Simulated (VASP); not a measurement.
# RbHoBr4 (P4/mmm) in VASP: further runs

Runs on RbHoBr4. Level: PBE. Tasks: single point.

Program: VASP 6.6.1. These are calculated values, not measurements. Logs are shortened: lines on timing, memory, paths and dates and some standing lists are left out, and cuts for length are marked.

### Step 1. The cell of the first run

The structure is tetragonal, space group P4/mmm (No. 123). Conventional cell: a = 4.584 Å, b = 4.584 Å, c = 7.886 Å, α = 90.00°, β = 90.00°, γ = 90.00°. Within 4.8 Å of Rb (site symmetry 4/mmm) lie 16 Br at 3.67 to 4.56 Å and 4 Rb at 4.58 Å. Within 2.9 Å of Ho (site symmetry 4/mmm) lie 6 Br at 2.22 to 2.29 Å. Within 2.9 Å of Br (site symmetry 4mm) lie 1 Ho at 2.22 Å. Within 3.0 Å of Br (site symmetry mmm) lie 2 Ho at 2.29 Å.

The cell was generated, and may not be a known phase.

### Step 2. Single point, PBE

Input file INCAR:

```
ALGO = Normal
EDIFF = 1E-6
ENCUT = 500
GGA = PE
GGA_COMPAT = F
ISIF = 2
ISMEAR = 0
LASPH = T
LCHARG = T
LELF = T
LMAXMIX = 6
LREAL = F
LVHAR = T
LWAVE = F
NBANDS = 32
NELM = 200
PREC = Accurate
SIGMA = 0.1
```

Input file KPOINTS:

```
k-points
0
Gamma
  4 4 2
```

Input file POSCAR:

```
RbHoBr4
1.0
    4.5840927600      0.0000000000      0.0000000000
    0.0000000000      4.5840927600      0.0000000000
    0.0000000000      0.0000000000      7.8860550400
Rb Ho Br
1 1 4
Direct
    0.0000000000      0.0000000000      0.0000000000
    0.5000000000      0.5000000000      0.5000000000
    0.5000000000      0.5000000000      0.7816317100
    0.5000000000      0.5000000000      0.2183682900
    0.5000000000      0.0000000000      0.5000000000
    0.0000000000      0.5000000000      0.5000000000
```

Potentials or basis: VASP PAW PBE potentials, release 64 (Rb_sv, Ho_3, Br), 4f in core.

Launch:

```bash
$ cat potpaw_PBE.64/Rb_sv/POTCAR potpaw_PBE.64/Ho_3/POTCAR potpaw_PBE.64/Br/POTCAR > POTCAR
$ mpirun -np 1 vasp_std > vasp.out
```

OUTCAR:

```text
EDIFF = 1E-6
   ENCUT = 500
   GGA = PE
   ISIF = 2
   ISMEAR = 0
   LASPH = T
   LREAL = F
   NELM = 200
   PREC = Accurate

 ion  position               nearest neighbor table
   1  0.000  0.000  0.000-   3 3.67   4 3.67   3 3.67   4 3.67   3 3.67   4 3.67   3 3.67   4 3.67

   2  0.500  0.500  0.500-   3 2.22   4 2.22   5 2.29   6 2.29   5 2.29   6 2.29
   3  0.500  0.500  0.782-   2 2.22   1 3.67   1 3.67   1 3.67   1 3.67
   4  0.500  0.500  0.218-   2 2.22   1 3.67   1 3.67   1 3.67   1 3.67
   5  0.500  0.000  0.500-   2 2.29   2 2.29
   6  0.000  0.500  0.500-   2 2.29   2 2.29

  LATTYP: Found a simple tetragonal cell.
 ALAT       =     4.5840927600
 C/A-ratio  =     1.7203087836

  Lattice vectors:

 A1 = (   4.5840927600,   0.0000000000,   0.0000000000)
 A2 = (   0.0000000000,   4.5840927600,   0.0000000000)
 A3 = (   0.0000000000,   0.0000000000,   7.8860550400)

Analysis of symmetry for initial positions (statically):
=====================================================================
 Subroutine PRICEL returns:
 Original cell was already a primitive cell.

 Routine SETGRP: Setting up the symmetry group for a
 simple tetragonal supercell.

 Subroutine GETGRP returns: Found 16 space group operations
 (whereof 16 operations were pure point group operations)
 out of a pool of 16 trial point group operations.

The static configuration has the point symmetry D_4h.

Analysis of symmetry for dynamics (positions and initial velocities):
=====================================================================
 Subroutine PRICEL returns:
 Original cell was already a primitive cell.

 Routine SETGRP: Setting up the symmetry group for a
 simple tetragonal supercell.

 Subroutine GETGRP returns: Found 16 space group operations
 (whereof 16 operations were pure point group operations)
 out of a pool of 16 trial point group operations.

The dynamic configuration has the point symmetry D_4h.

 Subroutine INISYM returns: Found 16 space group operations
 (whereof 16 operations are pure point group operations),
 and found     1 'primitive' translations

----------------------------------------------------------------------------------------

                                     Primitive cell

  volume of cell :     165.7168

  direct lattice vectors                    reciprocal lattice vectors
     4.584092760  0.000000000  0.000000000     0.218145673  0.000000000  0.000000000
     0.000000000  4.584092760  0.000000000     0.000000000  0.218145673  0.000000000
     0.000000000  0.000000000  7.886055040     0.000000000  0.000000000  0.126806115

  length of vectors
     4.584092760  4.584092760  7.886055040     0.218145673  0.218145673  0.126806115

  position of ions in fractional coordinates (direct lattice)
     0.000000000  0.000000000  0.000000000
     0.500000000  0.500000000  0.500000000
     0.500000000  0.500000000  0.781631710
     0.500000000  0.500000000  0.218368290
     0.500000000  0.000000000  0.500000000
     0.000000000  0.500000000  0.500000000

  ion indices of the primitive-cell ions
   primitive index   ion index
                 1           1
                 2           2
                 3           3
                 4           4
                 5           5
                 6           6

----------------------------------------------------------------------------------------

 KPOINTS: k-points

Automatic generation of k-mesh.
 Grid dimensions read from file:
 generate k-points for:    4    4    2

 Generating k-lattice:

  Cartesian coordinates                     Fractional coordinates (reciprocal lattice)
     0.054536418  0.000000000  0.000000000     0.250000000  0.000000000  0.000000000
     0.000000000  0.054536418  0.000000000     0.000000000  0.250000000  0.000000000
     0.000000000  0.000000000  0.063403057     0.000000000  0.000000000  0.500000000

  Length of vectors
     0.054536418  0.054536418  0.063403057

  Shift w.r.t. Gamma in fractional coordinates (k-lattice)
     0.000000000  0.000000000  0.000000000

 Subroutine IBZKPT returns following result:
 ===========================================

 Found     12 irreducible k-points:

 Following reciprocal coordinates:
            Coordinates               Weight
  0.000000  0.000000  0.000000      1.000000
  0.250000  0.000000  0.000000      4.000000
  0.500000  0.000000  0.000000      2.000000
  0.250000  0.250000  0.000000      4.000000
  0.500000  0.250000  0.000000      4.000000
  0.500000  0.500000  0.000000      1.000000
  0.000000  0.000000  0.500000      1.000000
  0.250000  0.000000  0.500000      4.000000
  0.500000  0.000000  0.500000      2.000000
  0.250000  0.250000  0.500000      4.000000
  0.500000  0.250000  0.500000      4.000000
  0.500000  0.500000  0.500000      1.000000
   k-points           NKPTS =     12   k-points in BZ     NKDIM =     12   number of bands    NBANDS=     32
   number of dos      NEDOS =    301   number of ions     NIONS =      6
   total plane-waves  NPLWV =  77760
   dimension x,y,z NGX =    36 NGY =   36 NGZ =   60
   dimension x,y,z NGXF=    72 NGYF=   72 NGZF=  120
   ions per type =               1   1   4
   NGX,Y,Z   is equivalent  to a cutoff of  13.06, 13.06, 12.65 a.u.
   NGXF,Y,Z  is equivalent  to a cutoff of  26.11, 26.11, 25.30 a.u.
 SYSTEM =  unknown system
   PREC   = accura    normal or accurate (medium, high low for compatibility)
   ISTART =      0    job   : 0-new  1-cont  2-samecut
   ICHARG =      2    charge: 1-file 2-atom 10-const
   ISPIN  =      1    spin polarized calculation?
   LNONCOLLINEAR =      F non collinear calculations
   LSORBIT =      F    spin-orbit coupling
   LASPH  =      T    aspherical Exc in radial PAW
   ENCUT  =  500.0 eV  36.75 Ry    6.06 a.u.   8.36  8.36 14.38*2*pi/ulx,y,z
   NELM   =    200;   NELMIN=  2; NELMDL= -5     # of ELM steps
   EDIFF  = 0.1E-05   stopping-criterion for ELM
   LREAL  =      F    real-space projection
[... 7 lines left out ...]
   TEBEG  =    0.0;   TEEND  =   0.0 temperature during run
   PSTRESS=    0.0 pullay stress
   NELECT =      46.0000    total number of electrons
   NUPDOWN=      -1.0000    fix difference up-down
   EMIN   =  10.00;   EMAX   =-10.00  energy-range for DOS
   EFERMI =   0.00;   METHOD = LEGACY
   ISMEAR =     0;   SIGMA  =   0.10  broadening in eV -4-tet -1-fermi 0-gaus
   EFERMI_NEDOS =   21; number of points for ismear=-14 and -15
   IALGO  =     38    algorithm
   IMIX   =      4    mixing-type and parameters
     AMIX     =   0.40;   BMIX     =  1.00
     AMIX_MAG =   1.60;   BMIX_MAG =  1.00
  volume/ion in A,a.u.               =      27.62       186.39
  Fermi-wavevector in a.u.,A,eV,Ry     =   1.067920  2.018076 15.516796  1.140452
  Thomas-Fermi vector in A             =   2.203551
   LORBIT       =      0    0 simple, 1 ext, 2 COOP (PROOUT), +10 PAW based schemes
   GGA     = PE    functional components
   LHFCALC =     F    Hartree Fock is set to
   AEXX    =    0.0000 exact exchange contribution
   IVDW    =     0    specifies the selected vdW correction
   LEPSILON=     F    determine dielectric tensor
   LRPA    =     F    only Hartree local field effects (RPA)
 non-spin polarized calculation
 Gauss-broadening in eV      SIGMA  =   0.10
  energy-cutoff  :      500.00
  volume of cell :      165.72
 maximum number of plane-waves:      4232
 NGX is ok and might be reduce to    36
   NGX = 17   NGY = 17   NGZ = 29

 number of electron      45.9999999 magnetization

 Free energy of the ion-electron system (eV)
  ---------------------------------------------------
  ext. energy  EPLUGINS =         0.00000000
  ---------------------------------------------------
  free energy    TOTEN  =       -12.16922349 eV

  energy without entropy =      -12.16922349  energy(sigma->0) =      -12.16922349

 E-fermi :   2.5521     XC(G=0):  -8.6374

 val. band max:        2.1002288970   @ k =   0.0000   0.0000   0.0000
 cond. band min:       3.8396176687   @ k =   0.0000   0.0000   0.0000
 fundamental gap:      1.7393887717
 Fermi energy:         2.5520636172

 k-point     1 :       0.0000    0.0000    0.0000
  band No.  band energies     occupation
      1     -24.5899      2.00000
      2     -20.9191      2.00000
      3     -20.4225      2.00000
      4     -20.4225      2.00000
      5     -13.8409      2.00000
      6     -12.9665      2.00000
[... 24 lines left out ...]
     31       8.8017      0.00000
     32       8.9436      0.00000

 k-point     2 :       0.2500    0.0000    0.0000
  band No.  band energies     occupation
      1     -24.5873      2.00000
      2     -20.9130      2.00000
      3     -20.6408      2.00000
      4     -20.4170      2.00000
      5     -13.5558      2.00000
      6     -12.6929      2.00000
[... 24 lines left out ...]
     31       8.9515      0.00000
     32       9.2517      0.00000

 k-point     3 :       0.5000    0.0000    0.0000
  band No.  band energies     occupation
      1     -24.5846      2.00000
      2     -20.9070      2.00000
      3     -20.8350      2.00000
      4     -20.4115      2.00000
      5     -13.4493      2.00000
      6     -12.6687      2.00000
[... 24 lines left out ...]
     31       8.3270      0.00000
     32       9.2890      0.00000

 k-point     4 :       0.2500    0.2500    0.0000
  band No.  band energies     occupation
      1     -24.5847      2.00000
      2     -20.9071      2.00000
      3     -20.6376      2.00000
      4     -20.6319      2.00000
      5     -13.0540      2.00000
      6     -12.4139      2.00000
[... 234 lines left out ...]
     31       9.1430      0.00000
     32       9.1809      0.00000

 k-point    11 :       0.5000    0.2500    0.5000
  band No.  band energies     occupation
      1     -24.5821      2.00000
      2     -20.9022      2.00000
      3     -20.8285      2.00000
      4     -20.6286      2.00000
      5     -12.7818      2.00000
      6     -12.2867      2.00000
[... 24 lines left out ...]
     31       9.6931      0.00000
     32       9.9341      0.00000

 k-point    12 :       0.5000    0.5000    0.5000
  band No.  band energies     occupation
      1     -24.5796      2.00000
      2     -20.8962      2.00000
      3     -20.8219      2.00000
      4     -20.8219      2.00000
      5     -12.6068      2.00000
      6     -11.5230      2.00000
[... 24 lines left out ...]
     31       9.6062      0.00000
     32      10.5361      0.00000

------------------------ aborting loop because EDIFF is reached ----------------------------------------

  FORCE on cell =-STRESS in cart. coord.  units (eV):
  Direction    XX          YY          ZZ          XY          YZ          ZX
  --------------------------------------------------------------------------------------
  -------------------------------------------------------------------------------------
  Total       39.7427313     39.7427313     52.6143577      0.0000000      0.0000000      0.0000000
  in kB      384.2392230    384.2392230    508.6842108      0.0000000      0.0000000      0.0000000
  external PRESSURE =     425.7208856 kB  Pullay stress =       0.0000000 kB

 VOLUME and BASIS-vectors are now :
 -----------------------------------------------------------------------------
  energy-cutoff  :      500.00
  volume of cell :      165.72
      direct lattice vectors                 reciprocal lattice vectors
     4.584092760  0.000000000  0.000000000     0.218145673  0.000000000  0.000000000
     0.000000000  4.584092760  0.000000000     0.000000000  0.218145673  0.000000000
     0.000000000  0.000000000  7.886055040     0.000000000  0.000000000  0.126806115

 POSITION                                       TOTAL-FORCE (eV/Angst)
 -----------------------------------------------------------------------------------
      0.00000      0.00000      0.00000        -0.000000     -0.000000      0.000000
      2.29205      2.29205      3.94303        -0.000000     -0.000000      0.000000
      2.29205      2.29205      6.16399         0.000000      0.000000     10.952481
      2.29205      2.29205      1.72206        -0.000000      0.000000    -10.952481
      2.29205      0.00000      3.94303        -0.000000     -0.000000      0.000000
      0.00000      2.29205      3.94303        -0.000000     -0.000000      0.000000
 -----------------------------------------------------------------------------------
    total drift:                                0.000000      0.000000      0.000000

  FREE ENERGIE OF THE ION-ELECTRON SYSTEM (eV)
  ---------------------------------------------------
  free  energy   TOTEN  =       -12.1692234950 eV

  energy  without entropy=      -12.1692234950  energy(sigma->0) =      -12.16922349
```

Wall time 81 s (1 thread of Intel Xeon Platinum 8488C (Sapphire Rapids), shared host); peak memory 0.27 GiB.

What came out:

| Quantity | Value |
| --- | --- |
| Free energy | -12.1692 eV |
| Pressure | 42.6 GPa |
| Largest force | 10.952 eV/Å |
| Band gap on the k mesh | 1.74 eV |

Forces in eV/Å, atoms in the order of the input:
```
Rb    0.000   0.000   0.000
Ho    0.000   0.000   0.000
Br    0.000   0.000  10.952
Br    0.000   0.000 -10.952
Br    0.000   0.000   0.000
Br    0.000   0.000   0.000
```

Stress tensor (GPa, compression positive):
```
38.42  0.00  0.00
 0.00 38.42  0.00
 0.00  0.00 50.87
```

Caveat: the stress differs along the axes, from 38 to 51 GPa; spin-orbit coupling is left out, which moves the levels of the heavy elements; the 4f electrons are frozen in the core, so they carry no moment and show no levels; forces of over 1 eV/Å act on the atoms, so gaps and moduli don't describe the material at rest.

### Step 3. Single point, PBE

This run uses another cell than the first one, of 45.50 Å³/atom.

Input file INCAR:

```
SYSTEM = RbHoBr4
PREC = Accurate
ENCUT = 500
EDIFF = 1E-6
ISMEAR = 0
SIGMA = 0.1
LREAL = .FALSE.
LASPH = .TRUE.
NELM = 200
ALGO = Normal
ISIF = 2
LWAVE = .FALSE.
LCHARG = .FALSE.
GGA = PE
NBANDS = 32
GGA_COMPAT = .FALSE.
LMAXMIX = 6
```

Input file KPOINTS:

```
regular mesh
0
G
  4 4 2
  0 0 0
```

Input file POSCAR:

```
RbHoBr4
1.0
    5.4963764488      0.0000000000      0.0000000000
    0.0000000000      5.4963764488      0.0000000000
    0.0000000000      0.0000000000      9.0369510181
Rb Ho Br
1 1 4
Direct
    0.0000000000      0.0000000000      0.0000000000
    0.5000000000      0.5000000000      0.5000000000
    0.5000000000      0.5000000000      0.8049298120
    0.5000000000      0.5000000000      0.1950701880
    0.5000000000      0.0000000000      0.5000000000
    0.0000000000      0.5000000000      0.5000000000
```

Potentials or basis: VASP PAW PBE potentials, release 64 (Rb_sv, Ho_3, Br), 4f in core.

Launch:

```bash
$ cat potpaw_PBE.64/Rb_sv/POTCAR potpaw_PBE.64/Ho_3/POTCAR potpaw_PBE.64/Br/POTCAR > POTCAR
$ mpirun -np 1 vasp_std > vasp.out
```

OUTCAR:

```text
SYSTEM = RbHoBr4
   PREC = Accurate
   ENCUT = 500
   EDIFF = 1E-6
   ISMEAR = 0
   LREAL = .FALSE.
   LASPH = .TRUE.
   NELM = 200
   ISIF = 2
   GGA = PE

 ion  position               nearest neighbor table
   1  0.000  0.000  0.000-   3 4.27   4 4.27   3 4.27   4 4.27   3 4.27   4 4.27   3 4.27   4 4.27

   2  0.500  0.500  0.500-   5 2.75   6 2.75   5 2.75   6 2.75   3 2.76   4 2.76
   3  0.500  0.500  0.805-   2 2.76   1 4.27   1 4.27   1 4.27   1 4.27
   4  0.500  0.500  0.195-   2 2.76   1 4.27   1 4.27   1 4.27   1 4.27
   5  0.500  0.000  0.500-   2 2.75   2 2.75
   6  0.000  0.500  0.500-   2 2.75   2 2.75

  LATTYP: Found a simple tetragonal cell.
 ALAT       =     5.4963764488
 C/A-ratio  =     1.6441652245

  Lattice vectors:

 A1 = (   5.4963764488,   0.0000000000,   0.0000000000)
 A2 = (   0.0000000000,   5.4963764488,   0.0000000000)
 A3 = (   0.0000000000,   0.0000000000,   9.0369510181)

Analysis of symmetry for initial positions (statically):
=====================================================================
 Subroutine PRICEL returns:
 Original cell was already a primitive cell.
[... 168 lines left out ...]
 cond. band min:       1.6013098881   @ k =   0.0000   0.0000   0.0000
 fundamental gap:      3.1856000217
 Fermi energy:        -1.0515579414

 k-point     1 :       0.0000    0.0000    0.0000
  band No.  band energies     occupation
      1     -27.8051      2.00000
      2     -24.6095      2.00000
      3     -24.6095      2.00000
      4     -24.4554      2.00000
      5     -15.2915      2.00000
      6     -14.9919      2.00000
[... 409 lines left out ...]
     31       5.6724      0.00000
     32       5.8594      0.00000

------------------------ aborting loop because EDIFF is reached ----------------------------------------

  FORCE on cell =-STRESS in cart. coord.  units (eV):
  Direction    XX          YY          ZZ          XY          YZ          ZX
  --------------------------------------------------------------------------------------
  -------------------------------------------------------------------------------------
  Total        0.5774751      0.5774751      0.5501430      0.0000000      0.0000000      0.0000000
  in kB        3.3889800      3.3889800      3.2285784      0.0000000      0.0000000      0.0000000
  external PRESSURE =       3.3355128 kB  Pullay stress =       0.0000000 kB

 VOLUME and BASIS-vectors are now :
 -----------------------------------------------------------------------------
  energy-cutoff  :      500.00
  volume of cell :      273.01
      direct lattice vectors                 reciprocal lattice vectors
     5.496376449  0.000000000  0.000000000     0.181938048  0.000000000  0.000000000
     0.000000000  5.496376449  0.000000000     0.000000000  0.181938048  0.000000000
     0.000000000  0.000000000  9.036951018     0.000000000  0.000000000  0.110656791

 POSITION                                       TOTAL-FORCE (eV/Angst)
 -----------------------------------------------------------------------------------
      0.00000      0.00000      0.00000        -0.000000     -0.000000      0.000000
      2.74819      2.74819      4.51848        -0.000000     -0.000000      0.000000
      2.74819      2.74819      7.27411         0.000000      0.000000      0.022308
      2.74819      2.74819      1.76284         0.000000      0.000000     -0.022308
      2.74819      0.00000      4.51848        -0.000000     -0.000000      0.000000
      0.00000      2.74819      4.51848        -0.000000     -0.000000      0.000000
 -----------------------------------------------------------------------------------
    total drift:                                0.000000     -0.000000     -0.000000

  FREE ENERGIE OF THE ION-ELECTRON SYSTEM (eV)
  ---------------------------------------------------
  free  energy   TOTEN  =       -22.5938563710 eV

  energy  without entropy=      -22.5938563710  energy(sigma->0) =      -22.59385637
```

It took 2.1 min on 1 thread of Intel Xeon Platinum 8488C (Sapphire Rapids), shared host; peak memory 0.37 GiB.

Results:

```
Free energy            : -22.5939 eV
Pressure               : 0.3 GPa
Largest force          : 0.022 eV/Å
Band gap on the k mesh : 3.19 eV
```

Forces on the atoms (eV/Å):
```
Rb   0.000  0.000  0.000
Ho   0.000  0.000  0.000
Br   0.000  0.000  0.022
Br   0.000  0.000 -0.022
Br   0.000  0.000  0.000
Br   0.000  0.000  0.000
```

Caveat: spin-orbit coupling is left out, which moves the levels of the heavy elements; the 4f electrons are frozen in the core, so they carry no moment and show no levels. A k mesh can miss the band edges.
